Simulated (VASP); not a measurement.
# SiC (P6_3mc) in VASP: further runs

SiC is run at these levels: r2SCAN; tasks: single point.

Program: VASP 6.6.1. These are calculated values, not measurements. Logs are shortened: lines on timing, memory, paths and dates and some standing lists are left out, and cuts for length are marked.

### Step 1. The cell of the first run

Symmetry: P6_3mc, No. 186, hexagonal system. Conventional cell: a = 3.016 Å, b = 3.016 Å, c = 10.115 Å, α = 90.00°, β = 90.00°, γ = 120.00°. Within 2.5 Å of Si (site symmetry 3m) lie 4 C at 1.86 to 1.88 Å. Within 2.5 Å of Si (site symmetry 3m) lie 4 C at 1.86 to 1.89 Å. C (site symmetry 3m) has 4 Si at 1.86 to 1.88 Å within 2.5 Å. Within 2.5 Å of C (site symmetry 3m) lie 4 Si at 1.86 to 1.89 Å.

### Step 2. Single point, r2SCAN (epitaxial xy strain -2.0%)

File POSCAR:

```
SiC
1.0
    3.0160039324      0.0000000000      0.0000000000
   -1.5080019662      2.6119360233      0.0000000000
    0.0000000000      0.0000000000     10.1147403814
Si C
4 4
Direct
    0.0000000000      0.0000000000      0.0004988879
    0.3333333333      0.6666666667      0.2505128233
    0.0000000000      0.0000000000      0.5004988879
    0.6666666667      0.3333333333      0.7505128233
    0.0000000000      0.0000000000      0.1867146946
    0.3333333333      0.6666666667      0.4372735942
    0.0000000000      0.0000000000      0.6867146946
    0.6666666667      0.3333333333      0.9372735942
```

File INCAR.step1:

```
SYSTEM = SiC
ALGO = Normal ; EDIFF = 1E-4
ENCUT = 520 ; GGA = PE
ISMEAR = 0 ; LASPH = .TRUE.
LCHARG = .FALSE. ; LREAL = .FALSE.
LWAVE = .TRUE. ; NBANDS = 26
NELM = 60 ; PREC = Accurate
SIGMA = 0.01
```

File INCAR.step2:

```
SYSTEM = SiC
ALGO = Normal ; EDIFF = 1E-6
ENCUT = 520 ; ISIF = 2
ISMEAR = 0 ; ISTART = 1
LASPH = .TRUE. ; LCHARG = .FALSE.
LMIXTAU = .TRUE. ; LREAL = .FALSE.
LWAVE = .FALSE. ; METAGGA = R2SCAN
NBANDS = 26 ; NELM = 60
PREC = Accurate ; SIGMA = 0.01
```

File KPOINTS:

```
k-points
0
G
  12 12 4
  0 0 0
```

Potentials or basis: VASP PAW PBE potentials, release 64 (Si, C).

Launch:

```sh
cat potpaw_PBE.64/Si/POTCAR potpaw_PBE.64/C/POTCAR > POTCAR
cp INCAR.step1 INCAR
mpirun -np 1 vasp_std > vasp.out
cp INCAR.step2 INCAR
mpirun -np 1 vasp_std > vasp.out
```

OUTCAR:

```text
SYSTEM = SiC
   EDIFF = 1E-6
   ENCUT = 520
   ISIF = 2
   ISMEAR = 0
   ISTART = 1
   LASPH = .TRUE.
   LREAL = .FALSE.
   METAGGA = R2SCAN
   NELM = 60
   PREC = Accurate

 ion  position               nearest neighbor table
   1  0.000  0.000  0.000-   8 1.86   8 1.86   8 1.86   5 1.88   4 3.07   4 3.07   4 3.07   2 3.07
                             2 3.07   2 3.07
   2  0.333  0.667  0.251-   5 1.86   5 1.86   5 1.86   6 1.89   3 3.07   3 3.07   3 3.07   1 3.07
                             1 3.07   1 3.07
   3  0.000  0.000  0.500-   6 1.86   6 1.86   6 1.86   7 1.88   2 3.07   2 3.07   2 3.07   4 3.07
                             4 3.07   4 3.07
   4  0.667  0.333  0.751-   7 1.86   7 1.86   7 1.86   8 1.89   1 3.07   1 3.07   1 3.07   3 3.07
                             3 3.07   3 3.07
   5  0.000  0.000  0.187-   2 1.86   2 1.86   2 1.86   1 1.88
   6  0.333  0.667  0.437-   3 1.86   3 1.86   3 1.86   2 1.89
   7  0.000  0.000  0.687-   4 1.86   4 1.86   4 1.86   3 1.88
   8  0.667  0.333  0.937-   1 1.86   1 1.86   1 1.86   4 1.89

  LATTYP: Found a hexagonal cell.
 ALAT       =     3.0160039324
 C/A-ratio  =     3.3536893877

  Lattice vectors:

 A1 = (   3.0160039324,   0.0000000000,   0.0000000000)
 A2 = (  -1.5080019662,   2.6119360233,   0.0000000000)
 A3 = (   0.0000000000,   0.0000000000,  10.1147403814)

Analysis of symmetry for initial positions (statically):
=====================================================================
 Subroutine PRICEL returns:
 Original cell was already a primitive cell.

 Routine SETGRP: Setting up the symmetry group for a
 hexagonal supercell.

 Subroutine GETGRP returns: Found 12 space group operations
 (whereof  6 operations were pure point group operations)
 out of a pool of 24 trial point group operations.

The static configuration has the point symmetry C_3v.
 The point group associated with its full space group is C_6v.

Analysis of symmetry for dynamics (positions and initial velocities):
=====================================================================
 Subroutine PRICEL returns:
 Original cell was already a primitive cell.

 Routine SETGRP: Setting up the symmetry group for a
 hexagonal supercell.

 Subroutine GETGRP returns: Found 12 space group operations
 (whereof  6 operations were pure point group operations)
 out of a pool of 24 trial point group operations.

The dynamic configuration has the point symmetry C_3v.
 The point group associated with its full space group is C_6v.

 Subroutine INISYM returns: Found 12 space group operations
 (whereof  6 operations are pure point group operations),
 and found     1 'primitive' translations

----------------------------------------------------------------------------------------

                                     Primitive cell

  volume of cell :      79.6800

  direct lattice vectors                    reciprocal lattice vectors
     3.016003932  0.000000000  0.000000000     0.331564554  0.191428885  0.000000000
    -1.508001966  2.611936023  0.000000000     0.000000000  0.382857770  0.000000000
     0.000000000  0.000000000 10.114740381     0.000000000  0.000000000  0.098865612

  length of vectors
     3.016003932  3.016003932 10.114740381     0.382857770  0.382857770  0.098865612

  position of ions in fractional coordinates (direct lattice)
     0.000000000  0.000000000  0.000498888
     0.333333333  0.666666667  0.250512823
     0.000000000  0.000000000  0.500498888
     0.666666667  0.333333333  0.750512823
     0.000000000  0.000000000  0.186714695
     0.333333333  0.666666667  0.437273594
     0.000000000  0.000000000  0.686714695
     0.666666667  0.333333333  0.937273594

  ion indices of the primitive-cell ions
   primitive index   ion index
                 1           1
                 2           2
                 3           3
                 4           4
                 5           5
                 6           6
                 7           7
                 8           8

----------------------------------------------------------------------------------------

 KPOINTS: k-points

Automatic generation of k-mesh.
 Grid dimensions read from file:
 generate k-points for:   12   12    4

 Generating k-lattice:

  Cartesian coordinates                     Fractional coordinates (reciprocal lattice)
     0.027630380  0.015952407  0.000000000     0.083333333  0.000000000  0.000000000
     0.000000000  0.031904814  0.000000000     0.000000000  0.083333333  0.000000000
     0.000000000  0.000000000  0.024716403     0.000000000  0.000000000  0.250000000

  Length of vectors
     0.031904814  0.031904814  0.024716403

  Shift w.r.t. Gamma in fractional coordinates (k-lattice)
     0.000000000  0.000000000  0.000000000

 Subroutine IBZKPT returns following result:
 ===========================================

 Found     57 irreducible k-points:

 Following reciprocal coordinates:
            Coordinates               Weight
  0.000000  0.000000  0.000000      1.000000
  0.083333  0.000000  0.000000      6.000000
  0.166667  0.000000  0.000000      6.000000
  0.250000 -0.000000  0.000000      6.000000
  0.333333  0.000000  0.000000      6.000000
  0.416667 -0.000000  0.000000      6.000000
[... 16 lines left out ...]
  0.250000 -0.000000  0.250000     12.000000
  0.333333  0.000000  0.250000     12.000000
 [... further k-points ...]
   k-points           NKPTS =     57   k-points in BZ     NKDIM =     57   number of bands    NBANDS=     26
   number of dos      NEDOS =    301   number of ions     NIONS =      8
   total plane-waves  NPLWV =  46080
   dimension x,y,z NGX =    24 NGY =   24 NGZ =   80
   dimension x,y,z NGXF=    48 NGYF=   48 NGZF=  160
   ions per type =               4   4
   NGX,Y,Z   is equivalent  to a cutoff of  13.23, 13.23, 13.15 a.u.
   NGXF,Y,Z  is equivalent  to a cutoff of  26.46, 26.46, 26.30 a.u.
 SYSTEM =  SiC
   PREC   = accura    normal or accurate (medium, high low for compatibility)
   ISTART =      1    job   : 0-new  1-cont  2-samecut
   ICHARG =      0    charge: 1-file 2-atom 10-const
   ISPIN  =      1    spin polarized calculation?
   LNONCOLLINEAR =      F non collinear calculations
   LSORBIT =      F    spin-orbit coupling
   LASPH  =      T    aspherical Exc in radial PAW
   ENCUT  =  520.0 eV  38.22 Ry    6.18 a.u.   5.61  5.61 18.81*2*pi/ulx,y,z
   NELM   =     60;   NELMIN=  2; NELMDL=  0     # of ELM steps
   EDIFF  = 0.1E-05   stopping-criterion for ELM
   LREAL  =      F    real-space projection
   EDIFFG = 0.1E-04   stopping-criterion for IOM
   NSW    =      0    number of steps for IOM
   IBRION =     -1    ionic relax: 0-MD 1-quasi-New 2-CG
   NFREE  =      0    steps in history (QN), initial steepest desc. (CG)
   ISIF   =      2    stress and relaxation
   ISYM   =      2    0-nonsym 1-usesym 2-fastsym
   POTIM  = 0.5000    time-step for ionic-motion
   TEBEG  =    0.0;   TEEND  =   0.0 temperature during run
   PSTRESS=    0.0 pullay stress
   NELECT =      32.0000    total number of electrons
   NUPDOWN=      -1.0000    fix difference up-down
   EMIN   =  10.00;   EMAX   =-10.00  energy-range for DOS
   EFERMI =   0.00;   METHOD = LEGACY
   ISMEAR =     0;   SIGMA  =   0.01  broadening in eV -4-tet -1-fermi 0-gaus
   EFERMI_NEDOS =   21; number of points for ismear=-14 and -15
   IALGO  =     38    algorithm
   IMIX   =      4    mixing-type and parameters
     AMIX     =   0.40;   BMIX     =  1.00
     AMIX_MAG =   1.60;   BMIX_MAG =  1.00
  volume/ion in A,a.u.               =       9.96        67.21
  Fermi-wavevector in a.u.,A,eV,Ry     =   1.207837  2.282482 19.849144  1.458871
  Thomas-Fermi vector in A             =   2.343463
   LORBIT       =      0    0 simple, 1 ext, 2 COOP (PROOUT), +10 PAW based schemes
   METAGGA = R2SCAN    functional components
   LHFCALC =     F    Hartree Fock is set to
   AEXX    =    0.0000 exact exchange contribution
   IVDW    =     0    specifies the selected vdW correction
   LEPSILON=     F    determine dielectric tensor
   LRPA    =     F    only Hartree local field effects (RPA)
 non-spin polarized calculation
 Gauss-broadening in eV      SIGMA  =   0.01
  energy-cutoff  :      520.00
  volume of cell :       79.68
 maximum number of plane-waves:      2174
 NGX is ok and might be reduce to    24
   NGX = 11   NGY = 11   NGZ = 37

 number of electron      31.9999997 magnetization

 Free energy of the ion-electron system (eV)
  ---------------------------------------------------
  ext. energy  EPLUGINS =         0.00000000
  ---------------------------------------------------
  free energy    TOTEN  =       -77.17500442 eV

  energy without entropy =      -77.17500442  energy(sigma->0) =      -77.17500442

 E-fermi :   8.6491     XC(G=0): -12.1035

 val. band max:        8.5691164843   @ k =   0.0000   0.0000   0.0000
 cond. band min:      11.0184582614   @ k =   0.5000  -0.0000   0.0000
 fundamental gap:      2.4493417771
 Fermi energy:         8.6491045355

 k-point     1 :       0.0000    0.0000    0.0000
  band No.  band energies     occupation
      1      -8.0828      2.00000
      2      -6.8736      2.00000
      3      -6.8396      2.00000
      4      -4.4936      2.00000
      5      -0.7155      2.00000
      6       3.6237      2.00000
[... 18 lines left out ...]
     25      16.8379      0.00000
     26      17.5047      0.00000

 k-point     2 :       0.0833    0.0000    0.0000
  band No.  band energies     occupation
      1      -7.9516      2.00000
      2      -6.7468      2.00000
      3      -6.7123      2.00000
      4      -4.3821      2.00000
      5      -0.5928      2.00000
      6       3.6787      2.00000
[... 18 lines left out ...]
     25      16.9208      0.00000
     26      17.4290      0.00000

 k-point     3 :       0.1667    0.0000    0.0000
  band No.  band energies     occupation
      1      -7.5615      2.00000
      2      -6.3710      2.00000
      3      -6.3349      2.00000
      4      -4.0578      2.00000
      5      -0.2337      2.00000
      6       3.7383      2.00000
[... 18 lines left out ...]
     25      17.6427      0.00000
     26      17.7945      0.00000

 k-point     4 :       0.2500   -0.0000    0.0000
  band No.  band energies     occupation
      1      -6.9247      2.00000
      2      -5.7637      2.00000
      3      -5.7240      2.00000
      4      -3.5603      2.00000
      5       0.3184      2.00000
      6       2.9760      2.00000
[... 18 lines left out ...]
     25      17.9757      0.00000
     26      18.6999      0.00000
[... 496 lines left out ...]
      1      -7.4839      2.00000
      2      -6.8722      2.00000
      3      -5.7164      2.00000
      4      -4.3593      2.00000
      5       0.1867      2.00000
      6       2.4429      2.00000
[... 18 lines left out ...]
     25      17.6618      0.00000
     26      17.7716      0.00000

 k-point    23 :       0.2500   -0.0000    0.2500
  band No.  band energies     occupation
      1      -6.8486      2.00000
      2      -6.2500      2.00000
      3      -5.1270      2.00000
      4      -3.8374      2.00000
      5       0.6796      2.00000
      6       2.4372      2.00000
[... 18 lines left out ...]
     25      18.3631      0.00000
     26      18.4966      0.00000

 k-point    24 :       0.3333    0.0000    0.2500
  band No.  band energies     occupation
      1      -5.9973      2.00000
      2      -5.4258      2.00000
      3      -4.3739      2.00000
      4      -3.2369      2.00000
      5       0.8758      2.00000
      6       1.4213      2.00000
[... 18 lines left out ...]
     25      17.9982      0.00000
     26      18.6523      0.00000

 [... further k-points ...]

------------------------ aborting loop because EDIFF is reached ----------------------------------------

  FORCE on cell =-STRESS in cart. coord.  units (eV):
  Direction    XX          YY          ZZ          XY          YZ          ZX
  --------------------------------------------------------------------------------------
  -------------------------------------------------------------------------------------
  Total        6.6812042      6.6812042     -0.1549257      0.0000000      0.0000000      0.0000000
  in kB      134.3433420    134.3433419     -3.1151933      0.0000000      0.0000000      0.0000000
  external PRESSURE =      88.5238302 kB  Pullay stress =       0.0000000 kB

 VOLUME and BASIS-vectors are now :
 -----------------------------------------------------------------------------
  energy-cutoff  :      520.00
  volume of cell :       79.68
      direct lattice vectors                 reciprocal lattice vectors
     3.016003932  0.000000000  0.000000000     0.331564554  0.191428885  0.000000000
    -1.508001966  2.611936023  0.000000000     0.000000000  0.382857770  0.000000000
     0.000000000  0.000000000 10.114740381     0.000000000  0.000000000  0.098865612

 POSITION                                       TOTAL-FORCE (eV/Angst)
 -----------------------------------------------------------------------------------
      0.00000      0.00000      0.00505        -0.000000      0.000000      0.000793
     -0.00000      1.74129      2.53387         0.000000     -0.000000     -0.003466
      0.00000      0.00000      5.06242         0.000000      0.000000      0.000793
      1.50800      0.87065      7.59124        -0.000000      0.000000     -0.003466
      0.00000      0.00000      1.88857         0.000000      0.000000      0.001621
     -0.00000      1.74129      4.42291        -0.000000     -0.000000      0.001053
      0.00000      0.00000      6.94594        -0.000000      0.000000      0.001621
      1.50800      0.87065      9.48028        -0.000000      0.000000      0.001053
 -----------------------------------------------------------------------------------
    total drift:                                0.000000      0.000000      0.001358

  FREE ENERGIE OF THE ION-ELECTRON SYSTEM (eV)
  ---------------------------------------------------
  free  energy   TOTEN  =       -77.1750044161 eV

  energy  without entropy=      -77.1750044161  energy(sigma->0) =      -77.17500442
```

Wall time 5.2 min (1 thread of AMD EPYC 9R45 (Zen 5), shared host); peak memory 0.23 GiB.

What came out:

| Quantity | Value |
| --- | --- |
| Free energy | -77.1750 eV |
| Pressure | 8.9 GPa |
| Largest force | 0.003 eV/Å |
| Band gap on the k mesh | 2.45 eV (least direct gap 3.71 eV) |

Forces in eV/Å, atoms in the order of the input:
```
Si   0.000  0.000  0.001
Si   0.000  0.000 -0.003
Si   0.000  0.000  0.001
Si   0.000  0.000 -0.003
C    0.000  0.000  0.002
C    0.000  0.000  0.001
C    0.000  0.000  0.002
C    0.000  0.000  0.001
```

Levels at points of the mesh, in eV from the valence-band top:
```csv
k point,band 13,band 14,band 15,band 16,band 17,band 18,band 19,band 20
"(0.00, 0.00, 0.00)",-0.57,-0.32,0.00,0.00,6.30,6.80,6.86,7.46
"(0.50, 0.00, 0.00)",-2.53,-2.50,-1.87,-1.26,2.45,2.83,4.88,5.30
"(0.00, 0.00, 0.50)",-0.20,-0.20,-0.20,-0.20,6.51,6.51,7.83,7.83
"(0.50, 0.00, 0.50)",-2.79,-2.79,-1.69,-1.69,3.04,3.04,4.68,4.68
```

Caveat: the cell differs from its parent crystal (epitaxial xy strain -2.0%); the cell stands under pressure; the PAW data sets were made with another functional, which shifts forces and pressure a little. A k mesh can miss the band edges.

### Step 3. Single point, r2SCAN (epitaxial xy strain -1.0%)

File POSCAR:

```
SiC
1.0
    3.0467794827      0.0000000000      0.0000000000
   -1.5233897414      2.6385884317      0.0000000000
    0.0000000000      0.0000000000     10.0954968298
Si C
4 4
Direct
    0.0000000000      0.0000000000      0.0001642229
    0.3333333333      0.6666666667      0.2501942298
    0.0000000000      0.0000000000      0.5001642229
    0.6666666667      0.3333333333      0.7501942298
    0.0000000000      0.0000000000      0.1870151405
    0.3333333333      0.6666666667      0.4376264069
    0.0000000000      0.0000000000      0.6870151405
    0.6666666667      0.3333333333      0.9376264069
```

File INCAR.step1:

```
SYSTEM = SiC
PREC = Accurate
ENCUT = 520
ISMEAR = 0
SIGMA = 0.01
LREAL = .False.
LASPH = .True.
NELM = 100
NBANDS = 26
GGA = PE
ALGO = Normal
EDIFF = 1E-4
LWAVE = .True.
LCHARG = .False.
```

File INCAR.step2:

```
SYSTEM = SiC
PREC = Accurate
ENCUT = 520
EDIFF = 1E-7
ISMEAR = 0
SIGMA = 0.01
LREAL = .False.
LASPH = .True.
NELM = 100
ALGO = Normal
ISIF = 2
LWAVE = .False.
LCHARG = .True.
METAGGA = R2SCAN
LMIXTAU = .True.
LELF = .True.
LVHAR = .True.
NBANDS = 26
ISTART = 1
```

File KPOINTS:

```
regular mesh
0
Gamma
  12 12 4
  0 0 0
```

Potentials or basis: VASP PAW PBE potentials, release 64 (Si, C).

Launch:

```sh
cat potpaw_PBE.64/Si/POTCAR potpaw_PBE.64/C/POTCAR > POTCAR
cp INCAR.step1 INCAR
mpirun -np 1 vasp_std > vasp.out
cp INCAR.step2 INCAR
mpirun -np 1 vasp_std > vasp.out
```

Run time: 5.8 min. Hardware: 1 thread of AMD EPYC 9R45 (Zen 5), shared host; peak memory 0.23 GiB.

The run converged. Its results:

- Free energy: -77.2761 eV
- Pressure: 4.1 GPa
- Band gap on the k mesh: 2.54 eV (least direct gap 3.76 eV)

Stress tensor (GPa, compression positive):
```
 6.35  0.00  0.00
 0.00  6.35  0.00
 0.00  0.00 -0.26
```

Levels at points of the mesh, in eV from the valence-band top:
```
           k point  band 13  band 14  band 15  band 16  band 17  band 18  band 19  band 20
(0.00, 0.00, 0.00)    -0.59    -0.18     0.00     0.00     5.99     6.56     6.90     7.19
(0.50, 0.00, 0.00)    -2.49    -2.45    -1.75    -1.22     2.54     2.81     4.80     5.29
(0.00, 0.00, 0.50)    -0.21    -0.21    -0.21    -0.21     6.20     6.20     7.64     7.64
(0.50, 0.00, 0.50)    -2.68    -2.68    -1.66    -1.66     3.05     3.05     4.69     4.69
```

Caveat: the cell differs from its parent crystal (epitaxial xy strain -1.0%); the cell stands under pressure; the PAW data sets were made with another functional, which shifts forces and pressure a little. A k mesh can miss the band edges.

(Continued in part 2 of 2.)
